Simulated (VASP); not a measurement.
A run of VASP 6.6.1:

INCAR

```
SYSTEM = HCl
ALGO = Normal
EDIFF = 1E-6
ENCUT = 520
GGA = PE
ISIF = 2
ISMEAR = -1
IVDW = 12
LASPH = .TRUE.
LCHARG = .FALSE.
LREAL = Auto
LWAVE = .FALSE.
NBANDS = 56
NELM = 80
PREC = Accurate
SIGMA = 0.05
```

File KPOINTS:

```
k-points
0
G
  1 1 1
  0 0 0
```

POSCAR

```
HCl
1.0
    7.4168600000      0.0000000000      0.0000000000
    0.0000000000      7.4168600000      0.0000000000
    0.0000000000      0.0000000000      7.4168600000
Cl H
10 10
Direct
    0.5402690626      0.3600715127      0.6166895425
    0.4200564659      0.1645170598     -0.0420932848
    0.6106492505      0.5384758510      0.1444951098
   -0.0666993849      0.6246848397      0.5865824621
    1.0664216393      0.4221058507      1.0417076768
    0.4507972376      0.8098305752      0.6242264247
    0.7281383227      1.1060071243      0.2950844427
    0.1858333581      0.1989116688      0.4060208768
   -0.1031433787     -0.0221522315      0.8219516076
    0.1931005843      0.8248234428      0.2517911893
    0.5826994173      0.2274008138      0.5011419927
    0.3354519298      0.0284756622      0.0376304797
    0.4500961323      0.5900070919      0.2052216167
   -0.1362031911      0.4658575192      0.5514462994
    1.0585881357      0.4394447246      0.8674290738
    0.5531855799      0.7087365812      0.6991637971
    0.6048246832      1.1434083965      0.1737392913
    0.3185310226      0.3000056628      0.4834660490
   -0.0346372993      0.1395334414      0.8322794282
    0.1332639419      0.6997974884      0.1234080190
```

Potentials or basis: VASP PAW PBE potentials, release 64 (Cl, H).

Command:

```bash
$ cat potpaw_PBE.64/Cl/POTCAR potpaw_PBE.64/H/POTCAR > POTCAR
$ mpirun -np 1 vasp_gam > vasp.out
```

Hardware: 1 thread of Intel(R) Xeon(R) Platinum 8259CL CPU @ 2.50GHz (Skylake/Cascade Lake) (shared host).

Task: Estimate the wall time of this run.

Result: It took 62 s on 1 thread of Intel(R) Xeon(R) Platinum 8259CL CPU @ 2.50GHz (Skylake/Cascade Lake), on a shared host, peak memory 0.39 GiB. Counts: scf iterations 16, k points 1.
